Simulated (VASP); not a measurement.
# Au (Fm-3m) in VASP: notebook, part 2 of 2

VASP 6.6.1. The steps go on from the part before.

**3. Relaxation of volume and atoms at fixed shape, r2SCAN**

This run uses another cell than the first one, of 16.85 Å³/atom.

The input, POSCAR:

```
Au
1.0
    4.0700000000      0.0000000000      0.0000000000
    0.0000000000      4.0700000000      0.0000000000
    0.0000000000      0.0000000000      4.0700000000
Au
4
Direct
    0.0000000000      0.0000000000      0.0000000000
    0.0000000000      0.5000000000      0.5000000000
    0.5000000000      0.0000000000      0.5000000000
    0.5000000000      0.5000000000      0.0000000000
```

The input, INCAR.step1:

```
SYSTEM = Au
ALGO = Normal
EDIFF = 1E-4
ENCUT = 600
GGA = PE
ISMEAR = 0
LASPH = .TRUE.
LCHARG = .FALSE.
LREAL = .FALSE.
LWAVE = .TRUE.
NELM = 80
PREC = Accurate
SIGMA = 0.05
```

The input, INCAR.step2:

```
SYSTEM = Au
ALGO = Normal
EDIFF = 1E-6
EDIFFG = -0.02
ENCUT = 600
IBRION = 2
ISIF = 8
ISMEAR = 0
ISTART = 1
LASPH = .TRUE.
LCHARG = .FALSE.
LMIXTAU = .TRUE.
LREAL = .FALSE.
LWAVE = .FALSE.
METAGGA = R2SCAN
NELM = 80
NSW = 80
PREC = Accurate
SIGMA = 0.05
```

The input, KPOINTS:

```
k-points
0
G
  5 5 5
  0 0 0
```

Potentials or basis: VASP PAW PBE potentials, release 64 (Au).

On the command line:

```sh
$ cat potpaw_PBE.64/Au/POTCAR > POTCAR
$ cp INCAR.step1 INCAR
$ mpirun -np 1 vasp_std > vasp.out
$ cp INCAR.step2 INCAR
$ mpirun -np 1 vasp_std > vasp.out
```

OUTCAR:

```text
SYSTEM = Au
   EDIFF = 1E-6
   EDIFFG = -0.02
   ENCUT = 600
   IBRION = 2
   ISIF = 8
   ISMEAR = 0
   ISTART = 1
   LASPH = .TRUE.
   LREAL = .FALSE.
   METAGGA = R2SCAN
   NELM = 80
   NSW = 80
   PREC = Accurate

 ion  position               nearest neighbor table
   1  0.000  0.000  0.000-   2 2.88   3 2.88   4 2.88   2 2.88   3 2.88   2 2.88   4 2.88   2 2.88
                             3 2.88   4 2.88   3 2.88   4 2.88
   2  0.000  0.500  0.500-   1 2.88   3 2.88   4 2.88   1 2.88   4 2.88   1 2.88   3 2.88   1 2.88
                             3 2.88   4 2.88   4 2.88   3 2.88
   3  0.500  0.000  0.500-   1 2.88   2 2.88   4 2.88   1 2.88   4 2.88   2 2.88   4 2.88   4 2.88
                             1 2.88   2 2.88   1 2.88   2 2.88
   4  0.500  0.500  0.000-   1 2.88   2 2.88   3 2.88   2 2.88   3 2.88   1 2.88   3 2.88   3 2.88
                             1 2.88   2 2.88   2 2.88   1 2.88

  LATTYP: Found a simple cubic cell.
 ALAT       =     4.0700000000

  Lattice vectors:

 A1 = (   4.0700000000,   0.0000000000,   0.0000000000)
 A2 = (   0.0000000000,   4.0700000000,   0.0000000000)
 A3 = (   0.0000000000,   0.0000000000,   4.0700000000)

Analysis of symmetry for initial positions (statically):
=====================================================================
 Subroutine PRICEL returns following result:

  LATTYP: Found a face centered cubic cell.
 ALAT       =     4.0700000000

  Lattice vectors:

 A1 = (   2.0350000000,  -2.0350000000,   0.0000000000)
 A2 = (   2.0350000000,   0.0000000000,   2.0350000000)
 A3 = (   0.0000000000,  -2.0350000000,   2.0350000000)

   4 primitive cells build up your supercell.

 Routine SETGRP: Setting up the symmetry group for a
 simple cubic supercell.

 Subroutine GETGRP returns: Found 48 space group operations
 (whereof 48 operations were pure point group operations)
 out of a pool of 48 trial point group operations.

The static configuration has the point symmetry O_h .

Analysis of symmetry for dynamics (positions and initial velocities):
=====================================================================
 Subroutine PRICEL returns following result:

  LATTYP: Found a face centered cubic cell.
[... 112 lines left out ...]
   NUPDOWN=      -1.0000    fix difference up-down
   EMIN   =  10.00;   EMAX   =-10.00  energy-range for DOS
   EFERMI =   0.00;   METHOD = LEGACY
   ISMEAR =     0;   SIGMA  =   0.05  broadening in eV -4-tet -1-fermi 0-gaus
   EFERMI_NEDOS =   21; number of points for ismear=-14 and -15
   IALGO  =     38    algorithm
   IMIX   =      4    mixing-type and parameters
     AMIX     =   0.40;   BMIX     =  1.00
     AMIX_MAG =   1.60;   BMIX_MAG =  1.00
  volume/ion in A,a.u.               =      16.85       113.74
  Fermi-wavevector in a.u.,A,eV,Ry     =   1.420032  2.683470 27.436005  2.016489
  Thomas-Fermi vector in A             =   2.540990
   LORBIT       =      0    0 simple, 1 ext, 2 COOP (PROOUT), +10 PAW based schemes
   METAGGA = R2SCAN    functional components
   LHFCALC =     F    Hartree Fock is set to
   AEXX    =    0.0000 exact exchange contribution
   IVDW    =     0    specifies the selected vdW correction
   LEPSILON=     F    determine dielectric tensor
   LRPA    =     F    only Hartree local field effects (RPA)
 conjugate gradient relaxation of ions
 non-spin polarized calculation
 Gauss-broadening in eV      SIGMA  =   0.05
  energy-cutoff  :      600.00
  volume of cell :       67.42
 maximum number of plane-waves:      2301
 NGX is ok and might be reduce to    36
   NGX = 17   NGY = 17   NGZ = 17

--------------------------------------- Ionic step        1  -------------------------------------------

 number of electron      44.0000009 magnetization

 Free energy of the ion-electron system (eV)
  ---------------------------------------------------
  ext. energy  EPLUGINS =         0.00000000
  ---------------------------------------------------
  free energy    TOTEN  =      -202.16331833 eV

  energy without entropy =     -202.15708869  energy(sigma->0) =     -202.16020351

------------------------ aborting loop because EDIFF is reached ----------------------------------------

  FORCE on cell =-STRESS in cart. coord.  units (eV):
  Direction    XX          YY          ZZ          XY          YZ          ZX
  --------------------------------------------------------------------------------------
  -------------------------------------------------------------------------------------
  Total        3.7075346      3.7075346      3.7075346     -0.0000000      0.0000000      0.0000000
  in kB       88.1074363     88.1074363     88.1074363     -0.0000000      0.0000000      0.0000000
  external PRESSURE =      88.1074363 kB  Pullay stress =       0.0000000 kB
[... 63 lines left out ...]
--------------------------------------- Ionic step        3  -------------------------------------------

 number of electron      44.0000000 magnetization

 Free energy of the ion-electron system (eV)
  ---------------------------------------------------
  ext. energy  EPLUGINS =         0.00000000
  ---------------------------------------------------
  free energy    TOTEN  =      -202.25339863 eV

  energy without entropy =     -202.24718480  energy(sigma->0) =     -202.25029172

 E-fermi :   8.5333     XC(G=0): -13.3313

 val. band max:        8.4960100203   @ k =   0.4000   0.4000   0.2000
 cond. band min:       8.8852294028   @ k =   0.4000   0.4000   0.4000
 fundamental gap:      0.3892193824
 Fermi energy:         8.5332933214

 k-point     1 :       0.0000    0.0000    0.0000
  band No.  band energies     occupation
      1      -0.9743      2.00000
      2       1.7250      2.00000
      3       1.7250      2.00000
      4       1.7250      2.00000
      5       1.9858      2.00000
      6       1.9858      2.00000
[... 310 lines left out ...]
  FREE ENERGIE OF THE ION-ELECTRON SYSTEM (eV)
  ---------------------------------------------------
  free  energy   TOTEN  =      -202.2533986295 eV

  energy  without entropy=     -202.2471848016  energy(sigma->0) =     -202.25029172

 reached required accuracy - stopping structural energy minimisation
```

OUTCAR.step1:

```text
SYSTEM = Au
   EDIFF = 1E-4
   ENCUT = 600
   GGA = PE
   ISMEAR = 0
   LASPH = .TRUE.
   LREAL = .FALSE.
   NELM = 80
[... 518 lines left out ...]
      0.00000      2.03500      2.03500        -0.000000     -0.000000     -0.000000
      2.03500      0.00000      2.03500        -0.000000     -0.000000      0.000000
      2.03500      2.03500      0.00000         0.000000      0.000000     -0.000000
 -----------------------------------------------------------------------------------
    total drift:                                0.000000      0.000000      0.000000

  FREE ENERGIE OF THE ION-ELECTRON SYSTEM (eV)
  ---------------------------------------------------
  free  energy   TOTEN  =       -12.5865655485 eV

  energy  without entropy=      -12.5802169530  energy(sigma->0) =      -12.58339125
```

Run time: 2.6 min. Hardware: 1 thread of AMD EPYC 9R45 (Zen 5), shared host; peak memory 0.2 GiB.

Results:

```
Free energy                           : -202.2534 eV
Relaxed volume                        : 17.74 Å³/atom
Relaxed cell                          : a = 4.140 Å, b = 4.140 Å, c = 4.140 Å, α = 90.00°, β = 90.00°, γ = 90.00°
Space group after relaxing (to 0.1 Å) : Fm-3m (No. 225)
Energy gained by relaxing             : 22.5 meV/atom
Ionic steps                           : 3
Pressure after relaxing               : -0.2 GPa
Band gap on the k mesh                : zero (bands 22 and 23 overlap by 1.60 eV)
```

The path:
| step | energy change (eV) | largest force (eV/Å) | pressure (GPa) | volume (Å³) |
| --- | --- | --- | --- | --- |
| 1 | 0.0000 | 0.0000 | 8.81 | 67.42 |
| 2 | 0.1081 | 0.0000 | -9.65 | 76.87 |
| 3 | -0.0901 | 0.0000 | -0.15 | 70.97 |

Final structure:
```yaml
crystal:
  lattice:
    - [4.14023, 0.00000, 0.00000]
    - [0.00000, 4.14023, 0.00000]
    - [0.00000, 0.00000, 4.14023]
  atoms:
    - { symbol: Au, position: [0.00000, 0.00000, 0.00000] }
    - { symbol: Au, position: [0.00000, 0.50000, 0.50000] }
    - { symbol: Au, position: [0.50000, 0.00000, 0.50000] }
    - { symbol: Au, position: [0.50000, 0.50000, 0.00000] }
```

Levels at points of the mesh, in eV from the Fermi level:
```
           k point  band 18  band 19  band 20  band 21  band 22  band 23  band 24  band 25  band 26
(0.00, 0.00, 0.00)    -1.66    -1.66    -1.66    -1.66     1.45     1.45     1.45     5.82     5.82
```

Caveat: the PAW data sets were made with another functional, which shifts forces and pressure a little; spin-orbit coupling is left out, which moves the levels of the heavy elements.
